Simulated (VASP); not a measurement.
# HPt4 in VASP: further runs

HPt4 is run at these levels: LDA; tasks: relaxation of the atoms.

Program: VASP 6.6.1. These are calculated values, not measurements. Logs are shortened: lines on timing, memory, paths and dates and some standing lists are left out, and cuts for length are marked.

### Step 1. The cell of the first run

The cell holds a slab with vacuum, 5 atoms: a = 2.753 Å, b = 2.753 Å, c = 25.744 Å, α = 90.00°, β = 90.00°, γ = 120.00°.

### Step 2. Relaxation of the atoms, LDA

Contents of INCAR:

```
PREC = Accurate ; ENCUT = 520
EDIFF = 1E-6 ; ISMEAR = 0
SIGMA = 0.1 ; LREAL = False
LASPH = True ; NELM = 60
ALGO = Normal ; ISIF = 2
LWAVE = False ; LCHARG = False
LDIPOL = True ; IDIPOL = 3
DIPOL = 0.5 0.5 0.500 ; GGA = CA
IBRION = 2 ; NSW = 90
EDIFFG = -0.03
```

Contents of KPOINTS:

```
Automatic mesh
0
Gamma
  12 12 1
```

Contents of POSCAR:

```
HPt4
1.0
    2.7531922017      0.0000000000      0.0000000000
   -1.3765961009      2.3843343882      0.0000000000
    0.0000000000      0.0000000000     25.7439160580
Pt H
4 1
Selective dynamics
Direct
    0.6666666667      0.3333333333      0.3301750977  F F F
    0.3333333333      0.6666666667      0.4174956131  F F F
    0.0000000000      0.0000000000      0.5038793259  T T T
    0.6666666667      0.3333333333      0.5913565498  T T T
    0.6666666667      0.3333333333      0.6566146868  T T T
```

Potentials or basis: VASP PAW LDA potentials, release 64 (Pt, H).

Command:

```
$ cat potpaw_LDA.64/Pt/POTCAR potpaw_LDA.64/H/POTCAR > POTCAR
$ mpirun -np 1 vasp_std > vasp.out
```

OUTCAR:

```text
PREC = Accurate
   ENCUT = 520
   EDIFF = 1E-6
   ISMEAR = 0
   LREAL = False
   LASPH = True
   NELM = 60
   ISIF = 2
   GGA = CA
   IBRION = 2
   NSW = 90
   EDIFFG = -0.03

 ion  position               nearest neighbor table
   1  0.667  0.333  0.330-   2 2.75   2 2.75   2 2.75
   2  0.333  0.667  0.417-   3 2.73   3 2.73   3 2.73   1 2.75   1 2.75   1 2.75
   3  0.000  0.000  0.504-   2 2.73   2 2.73   2 2.73   4 2.76   4 2.76   4 2.76
   4  0.667  0.333  0.591-   5 1.68   3 2.76   3 2.76   3 2.76
   5  0.667  0.333  0.657-   4 1.68

  LATTYP: Found a hexagonal cell.
 ALAT       =     2.7531922017
 C/A-ratio  =     9.3505698738

  Lattice vectors:

 A1 = (   2.7531922017,   0.0000000000,   0.0000000000)
 A2 = (  -1.3765961009,   2.3843343882,   0.0000000000)
 A3 = (   0.0000000000,   0.0000000000,  25.7439160580)

Analysis of symmetry for initial positions (statically):
=====================================================================
 Subroutine PRICEL returns:
 Original cell was already a primitive cell.

 Routine SETGRP: Setting up the symmetry group for a
 hexagonal supercell.

 Subroutine GETGRP returns: Found  6 space group operations
 (whereof  6 operations were pure point group operations)
 out of a pool of 24 trial point group operations.

The static configuration has the point symmetry C_3v.

Analysis of symmetry for dynamics (positions and initial velocities):
=====================================================================
 Subroutine PRICEL returns:
 Original cell was already a primitive cell.

 Routine SETGRP: Setting up the symmetry group for a
 hexagonal supercell.

 Subroutine GETGRP returns: Found  6 space group operations
 (whereof  6 operations were pure point group operations)
 out of a pool of 24 trial point group operations.

The dynamic configuration has the point symmetry C_3v.

Analysis of constrained symmetry for selective dynamics:
=====================================================================
 Subroutine PRICEL returns:
 Original cell was already a primitive cell.

 Routine SETGRP: Setting up the symmetry group for a
 hexagonal supercell.

 Subroutine GETGRP returns: Found  6 space group operations
 (whereof  6 operations were pure point group operations)
 out of a pool of 24 trial point group operations.

The constrained configuration has the point symmetry C_3v.

 Subroutine INISYM returns: Found  6 space group operations
 (whereof  6 operations are pure point group operations),
 and found     1 'primitive' translations

----------------------------------------------------------------------------------------

                                     Primitive cell

  volume of cell :     168.9967

  direct lattice vectors                    reciprocal lattice vectors
     2.753192202  0.000000000  0.000000000     0.363214744  0.209702130  0.000000000
    -1.376596101  2.384334388  0.000000000     0.000000000  0.419404260  0.000000000
     0.000000000  0.000000000 25.743916058     0.000000000  0.000000000  0.038844129

  length of vectors
     2.753192202  2.753192202 25.743916058     0.419404260  0.419404260  0.038844129

  position of ions in fractional coordinates (direct lattice)
     0.666666667  0.333333333  0.330175098
     0.333333333  0.666666667  0.417495613
     0.000000000  0.000000000  0.503879326
     0.666666667  0.333333333  0.591356550
     0.666666667  0.333333333  0.656614687

  ion indices of the primitive-cell ions
   primitive index   ion index
                 1           1
                 2           2
                 3           3
                 4           4
                 5           5

----------------------------------------------------------------------------------------

 KPOINTS: Automatic mesh

Automatic generation of k-mesh.
 Grid dimensions read from file:
 generate k-points for:   12   12    1

 Generating k-lattice:

  Cartesian coordinates                     Fractional coordinates (reciprocal lattice)
     0.030267895  0.017475178  0.000000000     0.083333333 -0.000000000  0.000000000
     0.000000000  0.034950355  0.000000000     0.000000000  0.083333333  0.000000000
     0.000000000  0.000000000  0.038844129     0.000000000  0.000000000  1.000000000

  Length of vectors
     0.034950355  0.034950355  0.038844129

  Shift w.r.t. Gamma in fractional coordinates (k-lattice)
     0.000000000  0.000000000  0.000000000

 Subroutine IBZKPT returns following result:
 ===========================================

 Found     19 irreducible k-points:

 Following reciprocal coordinates:
            Coordinates               Weight
  0.000000  0.000000  0.000000      1.000000
  0.083333 -0.000000  0.000000      6.000000
  0.166667 -0.000000  0.000000      6.000000
  0.250000 -0.000000  0.000000      6.000000
  0.333333  0.000000  0.000000      6.000000
  0.416667 -0.000000  0.000000      6.000000
[... 11 lines left out ...]
  0.333333  0.250000  0.000000     12.000000
  0.333333  0.333333  0.000000      2.000000
   k-points           NKPTS =     19   k-points in BZ     NKDIM =     19   number of bands    NBANDS=     24
   number of dos      NEDOS =    301   number of ions     NIONS =      5
   total plane-waves  NPLWV =  76800
   dimension x,y,z NGX =    20 NGY =   20 NGZ =  192
   dimension x,y,z NGXF=    40 NGYF=   40 NGZF=  384
   ions per type =               4   1
   NGX,Y,Z   is equivalent  to a cutoff of  12.08, 12.08, 12.40 a.u.
   NGXF,Y,Z  is equivalent  to a cutoff of  24.15, 24.15, 24.80 a.u.
 SYSTEM =  unknown system
   PREC   = accura    normal or accurate (medium, high low for compatibility)
   ISTART =      0    job   : 0-new  1-cont  2-samecut
   ICHARG =      2    charge: 1-file 2-atom 10-const
   ISPIN  =      1    spin polarized calculation?
   LNONCOLLINEAR =      F non collinear calculations
   LSORBIT =      F    spin-orbit coupling
   LASPH  =      T    aspherical Exc in radial PAW
   ENCUT  =  520.0 eV  38.22 Ry    6.18 a.u.   5.12  5.12 47.87*2*pi/ulx,y,z
   NELM   =     60;   NELMIN=  2; NELMDL= -5     # of ELM steps
   EDIFF  = 0.1E-05   stopping-criterion for ELM
   LREAL  =      F    real-space projection
   EDIFFG = -.3E-01   stopping-criterion for IOM
   NSW    =     90    number of steps for IOM
   IBRION =      2    ionic relax: 0-MD 1-quasi-New 2-CG
   NFREE  =      1    steps in history (QN), initial steepest desc. (CG)
   ISIF   =      2    stress and relaxation
   ISYM   =      2    0-nonsym 1-usesym 2-fastsym
   POTIM  = 0.5000    time-step for ionic-motion
   TEBEG  =    0.0;   TEEND  =   0.0 temperature during run
   PSTRESS=    0.0 pullay stress
   NELECT =      41.0000    total number of electrons
   NUPDOWN=      -1.0000    fix difference up-down
   EMIN   =  10.00;   EMAX   =-10.00  energy-range for DOS
   EFERMI =   0.00;   METHOD = LEGACY
   ISMEAR =     0;   SIGMA  =   0.10  broadening in eV -4-tet -1-fermi 0-gaus
   EFERMI_NEDOS =   21; number of points for ismear=-14 and -15
   IALGO  =     38    algorithm
   IMIX   =      4    mixing-type and parameters
     AMIX     =   0.40;   BMIX     =  1.00
     AMIX_MAG =   1.60;   BMIX_MAG =  1.00
  volume/ion in A,a.u.               =      33.80       228.09
  Fermi-wavevector in a.u.,A,eV,Ry     =   1.021041  1.929488 14.184421  1.042526
  Thomas-Fermi vector in A             =   2.154644
   LORBIT       =      0    0 simple, 1 ext, 2 COOP (PROOUT), +10 PAW based schemes
   GGA     = CA    functional components
   LHFCALC =     F    Hartree Fock is set to
   AEXX    =    0.0000 exact exchange contribution
   IVDW    =     0    specifies the selected vdW correction
   LEPSILON=     F    determine dielectric tensor
   LRPA    =     F    only Hartree local field effects (RPA)
 conjugate gradient relaxation of ions
 non-spin polarized calculation
 Gauss-broadening in eV      SIGMA  =   0.10
  energy-cutoff  :      520.00
  volume of cell :      169.00
 maximum number of plane-waves:      4587
   NGX = 11   NGY = 11   NGZ = 95

 dipolmoment           0.000000      0.000000      0.028278 electrons x Angstroem

--------------------------------------- Ionic step        1  -------------------------------------------

 number of electron      41.0000000 magnetization

 Free energy of the ion-electron system (eV)
  ---------------------------------------------------
  ext. energy  EPLUGINS =         0.00000000
  ---------------------------------------------------
  free energy    TOTEN  =       -32.30034736 eV

  energy without entropy =      -32.26147722  energy(sigma->0) =      -32.28091229

------------------------ aborting loop because EDIFF is reached ----------------------------------------

  FORCE on cell =-STRESS in cart. coord.  units (eV):
  Direction    XX          YY          ZZ          XY          YZ          ZX
  --------------------------------------------------------------------------------------
  -------------------------------------------------------------------------------------
  Total       -3.6203497     -3.6203497     -1.3637444      0.0000000      0.0000000     -0.0000000
  in kB      -34.3228067    -34.3228067    -12.9290094      0.0000000      0.0000000     -0.0000000
  external PRESSURE =     -27.1915409 kB  Pullay stress =       0.0000000 kB
[... 98 lines left out ...]
  FREE ENERGIE OF THE ION-ELECTRON SYSTEM (eV)
  ---------------------------------------------------
  free  energy   TOTEN  =       -32.4197070279 eV

  energy  without entropy=      -32.3810454344  energy(sigma->0) =      -32.40037623

[... ionic steps 4 to 9 ...]

--------------------------------------- Ionic step       10  -------------------------------------------

 number of electron      41.0000001 magnetization

------------------------ aborting loop because EDIFF is reached ----------------------------------------
[... 73 lines left out ...]
--------------------------------------- Ionic step       12  -------------------------------------------

 number of electron      41.0000002 magnetization

 dipolmoment           0.000000      0.000000     -0.037810 electrons x Angstroem

 Free energy of the ion-electron system (eV)
  ---------------------------------------------------
  ext. energy  EPLUGINS =         0.00000000
  ---------------------------------------------------
  free energy    TOTEN  =       -32.42513990 eV

  energy without entropy =      -32.38651103  energy(sigma->0) =      -32.40582546

 E-fermi :   0.5063     XC(G=0):  -5.7868

 val. band max:        0.4963432129   @ k =   0.3333   0.0833   0.0000
 cond. band min:       0.5115449418   @ k =   0.2500  -0.0000   0.0000
 fundamental gap:      0.0152017289
 Fermi energy:         0.5062649389

 k-point     1 :       0.0000    0.0000    0.0000
  band No.  band energies     occupation
      1      -9.3970      2.00000
      2      -8.1911      2.00000
      3      -7.0290      2.00000
      4      -6.8054      2.00000
      5      -5.7045      2.00000
      6      -3.4939      2.00000
[... 502 lines left out ...]
     23       5.4896      0.00000
     24       5.5358      0.00000

------------------------ aborting loop because EDIFF is reached ----------------------------------------

 vacuum level on the upper side and lower side of the slab       (xc-potential included)        -0.519         0.502

  FORCE on cell =-STRESS in cart. coord.  units (eV):
  Direction    XX          YY          ZZ          XY          YZ          ZX
  --------------------------------------------------------------------------------------
  -------------------------------------------------------------------------------------
  Total       -4.4702667     -4.4702667      0.3011533      0.0000000      0.0000000      0.0000000
  in kB      -42.3804645    -42.3804645      2.8550907      0.0000000      0.0000000      0.0000000
  external PRESSURE =     -27.3019461 kB  Pullay stress =       0.0000000 kB
[... 20 lines left out ...]
  FREE ENERGIE OF THE ION-ELECTRON SYSTEM (eV)
  ---------------------------------------------------
  free  energy   TOTEN  =       -32.4251399000 eV

  energy  without entropy=      -32.3865110257  energy(sigma->0) =      -32.40582546

 reached required accuracy - stopping structural energy minimisation

 vacuum level on the upper side and lower side of the slab         5.542         6.585
```

Wall time 5.2 min (1 thread of Intel Xeon 6975P-C (Granite Rapids), shared host); peak memory 0.25 GiB.

Results:

* Free energy: -32.4251 eV
* Energy gained by relaxing: 25.0 meV/atom
* Ionic steps: 12

The path:
```
step  energy change (eV)  largest force on free atoms (eV/Å)  pressure (GPa)
   1              0.0000                              1.9133           -2.72
   2             -0.0933                              1.1478           -2.09
   3             -0.1194                              0.3416           -2.40
   4             -0.1193                              0.3474           -2.39
   5             -0.1230                              0.1295           -2.39
   6             -0.1234                              0.1115           -2.39
   7             -0.1236                              0.1127           -2.45
   8             -0.1237                              0.0652           -2.43
   9             -0.1239                              0.0586           -2.46
  10             -0.1244                              0.0394           -2.55
  11             -0.1248                              0.0393           -2.72
  12             -0.1248                              0.0292           -2.73
```

Final structure:
```yaml
crystal:
  lattice:
    - [2.75319, 0.00000, 0.00000]
    - [-1.37660, 2.38433, 0.00000]
    - [0.00000, 0.00000, 25.74392]
  atoms:
    - { symbol: Pt, position: [0.66667, 0.33333, 0.33018] }
    - { symbol: Pt, position: [0.33333, 0.66667, 0.41750] }
    - { symbol: Pt, position: [0.00000, 0.00000, 0.50540] }
    - { symbol: Pt, position: [0.66667, 0.33333, 0.59498] }
    - { symbol: H, position: [0.66667, 0.33333, 0.65538] }
```

Caveat: the highest band is partly filled, so the run has too few bands; spin-orbit coupling is left out, which moves the levels of the heavy elements.

### Step 3. Relaxation of the atoms, LDA

Contents of INCAR:

```
  PREC = Accurate
  ENCUT = 520
  EDIFF = 1E-7
  ISMEAR = 0
  SIGMA = 0.1
  LREAL = F
  LASPH = T
  NELM = 60
  ALGO = Normal
  ISIF = 2
  LWAVE = F
  LCHARG = F
  LDIPOL = T
  IDIPOL = 3
  DIPOL = 0.5 0.5 0.491
  IBRION = 2
  NSW = 90
  EDIFFG = -0.03
```

KPOINTS is that of step 2.

Edit POSCAR of step 2 so:

```diff
@@ -13,2 +13,2 @@
     0.6666666667      0.3333333333      0.5913565498  T T T
-    0.6666666667      0.3333333333      0.6566146868  T T T
+    0.0000000000      0.0000000000      0.6115554970  T T T
```

Potentials or basis: VASP PAW LDA potentials, release 64 (Pt, H).

Command:

```
$ cat potpaw_LDA.64/Pt/POTCAR potpaw_LDA.64/H/POTCAR > POTCAR
$ mpirun -np 1 vasp_std > vasp.out
```

It took 9 min on 1 thread of Intel Xeon 6975P-C (Granite Rapids), shared host; peak memory 0.25 GiB.

The run converged. Its results:

```yaml
Free_energy: -32.4788 eV
Energy_gained_by_relaxing: 96.9 meV/atom
Ionic_steps: 13
```

The path:
| step | energy change (eV) | largest force on free atoms (eV/Å) | pressure (GPa) |
| --- | --- | --- | --- |
| 1 | 0.0000 | 1.8560 | 2.53 |
| 2 | -0.2065 | 1.4679 | 2.15 |
| 3 | -0.3588 | 0.4999 | 1.68 |
| 4 | -0.3602 | 0.6391 | 1.65 |
| 5 | -0.3884 | 0.3839 | 1.18 |
| 6 | -0.4172 | 1.1212 | 0.08 |
| 7 | -0.4314 | 0.9932 | -0.17 |
| 8 | -0.4631 | 0.6355 | -0.87 |
| 9 | -0.4826 | 0.1241 | -2.10 |
| 10 | -0.4831 | 0.1019 | -1.96 |
| 11 | -0.4831 | 0.1189 | -1.92 |
| 12 | -0.4837 | 0.0881 | -1.89 |
| 13 | -0.4843 | 0.0143 | -1.80 |

Final structure:
```
Pt H
1.0
     2.75319    0.00000    0.00000
    -1.37660    2.38433    0.00000
     0.00000    0.00000   25.74392
Pt H
4 1
Direct
  0.66667 0.33333 0.33018
  0.33333 0.66667 0.41750
  0.00000 0.00000 0.50495
  0.66667 0.33333 0.59581
  0.00000 0.00000 0.63235
```

Levels at points of the mesh, in eV from the Fermi level:
```csv
k point,band 18,band 19,band 20,band 21,band 22,band 23
"(0.00, 0.00, 0.00)",-1.67,-1.43,-1.43,-0.77,-0.77,-0.07
"(0.50, 0.00, 0.00)",0.11,0.17,0.35,0.60,1.64,2.65
```

Caveat: the highest band is partly filled, so the run has too few bands; spin-orbit coupling is left out, which moves the levels of the heavy elements.

### Step 4. Relaxation of the atoms, LDA

Contents of INCAR:

```
SYSTEM = HPt4
PREC = Accurate
ENCUT = 520
EDIFF = 1E-6
ISMEAR = 0
SIGMA = 0.1
LREAL = .FALSE.
LASPH = .TRUE.
NELM = 60
ALGO = Normal
ISIF = 2
LWAVE = .FALSE.
LCHARG = .FALSE.
LDIPOL = .TRUE.
IDIPOL = 3
DIPOL = 0.5 0.5 0.491
IBRION = 2
NSW = 90
EDIFFG = -0.03
```

Contents of KPOINTS:

```
Automatic mesh
0
G
  12 12 1
  0 0 0
```

Edit POSCAR of step 3 so:

```diff
@@ -13,2 +13,2 @@
     0.6666666667      0.3333333333      0.5913565498  T T T
-    0.0000000000      0.0000000000      0.6115554970  T T T
+    0.3333333333      0.6666666667      0.6115554970  T T T
```

Command:

```
$ cat potpaw_LDA.64/Pt/POTCAR potpaw_LDA.64/H/POTCAR > POTCAR
$ mpirun -np 1 vasp_std > vasp.out
```

It took 6.9 min on 1 thread of Intel Xeon 6975P-C (Granite Rapids), shared host; peak memory 0.26 GiB.

It converged, with:

```
Free energy               : -32.5301 eV
Energy gained by relaxing : 90.8 meV/atom
Ionic steps               : 12
```

The path:
| step | energy change (eV) | largest force on free atoms (eV/Å) | pressure (GPa) |
| --- | --- | --- | --- |
| 1 | 0.0000 | 1.7667 | 2.47 |
| 2 | -0.1895 | 1.4182 | 2.14 |
| 3 | -0.3322 | 0.6257 | 1.72 |
| 4 | -0.3334 | 0.7735 | 1.69 |
| 5 | -0.3638 | 0.5297 | 1.16 |
| 6 | -0.3652 | 0.7348 | 1.05 |
| 7 | -0.3965 | 0.5534 | 0.48 |
| 8 | -0.4487 | 0.0964 | -1.06 |
| 9 | -0.4538 | 0.0636 | -1.60 |
| 10 | -0.4539 | 0.0692 | -1.68 |
| 11 | -0.4540 | 0.0490 | -1.75 |
| 12 | -0.4542 | 0.0043 | -1.72 |

Final structure:
```xyz
5
Lattice="2.7532 0.0000 0.0000 -1.3766 2.3843 0.0000 0.0000 0.0000 25.7439" Properties=species:S:1:pos:R:3 pbc="T T T"
Pt    1.3766    0.7948    8.5000
Pt    0.0000    1.5896   10.7480
Pt    0.0000    0.0000   13.0051
Pt    1.3766    0.7948   15.3258
H     0.0000    1.5896   16.2636
```

Levels at points of the mesh, in eV from the Fermi level:
| k point | band 17 | band 18 | band 19 | band 20 | band 21 | band 22 | band 23 | band 24 |
| --- | --- | --- | --- | --- | --- | --- | --- | --- |
| (0.00, 0.00, 0.00) | -1.62 | -1.62 | -1.40 | -1.40 | -0.77 | -0.77 | -0.07 | -0.07 |
| (0.50, 0.00, 0.00) | 0.07 | 0.18 | 0.35 | 0.46 | 0.60 | 1.36 | 2.68 | 2.95 |

Caveat: the highest band is partly filled, so the run has too few bands; spin-orbit coupling is left out, which moves the levels of the heavy elements.
